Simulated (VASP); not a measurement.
A run of VASP 6.6.1 is set up as follows.

Contents of INCAR:

```
PREC = Accurate
ENCUT = 520
EDIFF = 1E-6
ISMEAR = 0
SIGMA = 0.01
LREAL = Auto
LASPH = T
NELM = 120
ALGO = Normal
ISIF = 2
LWAVE = F
LCHARG = T
GGA = PE
LELF = T
LVHAR = T
NBANDS = 142
GGA_COMPAT = F
```

KPOINTS

```
regular mesh
0
Gamma
  2 2 2
```

Contents of POSCAR:

```
MgSi54
1.0
    8.2051406440      0.0000000000      8.2051406440
    8.2051406440      8.2051406440      0.0000000000
    0.0000000000      8.2051406440      8.2051406440
Si Mg
54 1
Direct
    0.2500016070      0.2497778813      0.2496741396
    0.2503784291      0.5812390255      0.2502121745
    0.2504415584      0.9173552449      0.2502917291
    0.5813682658      0.2502278729      0.2502861729
    0.5831606087      0.5829608030      0.2501572022
    0.5813956524      0.9173946417      0.2502716447
    0.9175551846      0.2502690831      0.2502916990
    0.9176146541      0.5812990782      0.2501726978
    0.9117009088      0.9114829265      0.2646123539
    0.2503575651      0.2502749399      0.5812188545
    0.2504834271      0.5829572747      0.5828905389
    0.2504600776      0.9173637855      0.5812222943
    0.5831310414      0.2502989992      0.5829249604
    0.5831374939      0.5829396848      0.5829024338
    0.5816534410      0.9180965426      0.5813785833
    0.9175470662      0.2503344359      0.5812432893
    0.9182953809      0.5815150649      0.5812921037
    0.9182837382      0.9181560008      0.5814164758
    0.2504447941      0.2503365217      0.9173202343
    0.2504357663      0.5812660507      0.9172732305
    0.2647902651      0.9115590380      0.9114356708
    0.5813789094      0.2503538490      0.9172767791
    0.5817472959      0.5814764840      0.9179793196
    0.5816995055      0.9180109582      0.9180447258
    0.9116581231      0.2646833955      0.9114913810
    0.9181987194      0.5815825869      0.9180245977
    0.9117263129      0.9115647623      0.9114237402
    0.1667939474      0.1666007658      0.1665710846
    0.1668453850      0.4992751878      0.1664761158
    0.1693057702      0.8304909188      0.1690090566
    0.4995144788      0.1666216940      0.1665075423
    0.4999349546      0.4997758348      0.1671673895
    0.4999640244      0.8323362760      0.1672133262
    0.8306425532      0.1691777902      0.1689863322
    0.8325455155      0.4997881007      0.1672039879
    0.8306784911      0.8305714539      0.1689642101
    0.1667874041      0.1665748722      0.4992435578
    0.1674890243      0.4998001683      0.4996808928
    0.1674569659      0.8323277151      0.4997635176
    0.4998445990      0.1672769349      0.4998362624
    0.4999757752      0.4997938206      0.4997311845
    0.4999372082      0.8323040098      0.4997117934
    0.8325196228      0.1673323351      0.4997892148
    0.8324860683      0.4998205087      0.4996042494
    0.8295273810      0.8293645858      0.5111172993
    0.1692384154      0.1689962161      0.8304859693
    0.1674361661      0.4998152604      0.8322587807
    0.1691515474      0.8306346286      0.8305005100
    0.4999322714      0.1672402970      0.8322954951
    0.4998812756      0.4997997980      0.8322754733
    0.5113210698      0.8293551855      0.8292885827
    0.8307543331      0.1689901773      0.8305363962
    0.8295549233      0.5112264950      0.8292335503
    0.8295048570      0.8294147647      0.8292810781
   -0.0000893790     -0.0001762213     -0.0001391167
```

Potentials or basis: VASP PAW PBE potentials, release 64 (Si, Mg).

Command:

```console
$ cat potpaw_PBE.64/Si/POTCAR potpaw_PBE.64/Mg/POTCAR > POTCAR
$ mpirun -np 1 vasp_std > vasp.out
```

Question: Predict the pressure.

Answer: 0.7 GPa.

Question: What does it give for the band gap on the k mesh?

Answer: Zero (bands 109 and 110 overlap by 0.10 eV).

Forces on the atoms (eV/Å):
```
Si  -0.003 -0.003 -0.001
Si   0.001 -0.006  0.004
Si   0.009  0.002  0.000
Si  -0.001  0.004 -0.005
Si  -0.009  0.002  0.004
Si  -0.002 -0.002 -0.009
Si   0.006  0.001  0.002
Si  -0.004 -0.009 -0.001
Si   0.003  0.001 -0.002
Si   0.002 -0.005 -0.002
Si   0.002 -0.005  0.002
Si   0.003  0.001 -0.006
Si   0.001  0.000 -0.006
Si  -0.004 -0.004 -0.006
Si  -0.001  0.006  0.001
Si   0.002 -0.008  0.000
Si   0.000  0.003  0.006
Si   0.004  0.003  0.003
Si  -0.004  0.002  0.005
Si  -0.003  0.002  0.003
Si  -0.001  0.000  0.004
Si  -0.008 -0.001  0.003
Si  -0.007  0.004 -0.002
Si   0.003  0.012 -0.002
Si   0.000 -0.001  0.000
Si   0.003 -0.001  0.010
Si  -0.003  0.001 -0.001
Si  -0.001  0.000 -0.002
Si   0.000  0.007  0.001
Si  -0.004  0.003 -0.004
Si   0.001  0.003  0.002
Si   0.004  0.001  0.003
Si  -0.001 -0.001  0.003
Si  -0.005 -0.001  0.005
Si  -0.003  0.002 -0.003
Si   0.000  0.002  0.004
Si   0.003  0.005  0.000
Si  -0.002  0.005 -0.002
Si  -0.005 -0.002  0.000
Si   0.006 -0.004  0.004
Si   0.001 -0.002 -0.001
Si   0.001 -0.001  0.008
Si  -0.006 -0.001 -0.005
Si   0.001  0.010  0.004
Si  -0.003 -0.002 -0.002
Si   0.002  0.006 -0.003
Si   0.000 -0.002 -0.006
Si   0.000 -0.005  0.002
Si   0.005 -0.001  0.001
Si   0.011 -0.002  0.001
Si  -0.001 -0.007 -0.003
Si   0.004  0.005 -0.005
Si  -0.001 -0.008 -0.005
Si   0.002 -0.006  0.000
Mg   0.001 -0.003 -0.001
```

Caveat: the cell differs from its parent crystal (with an interstitial atom, then relaxed in part).
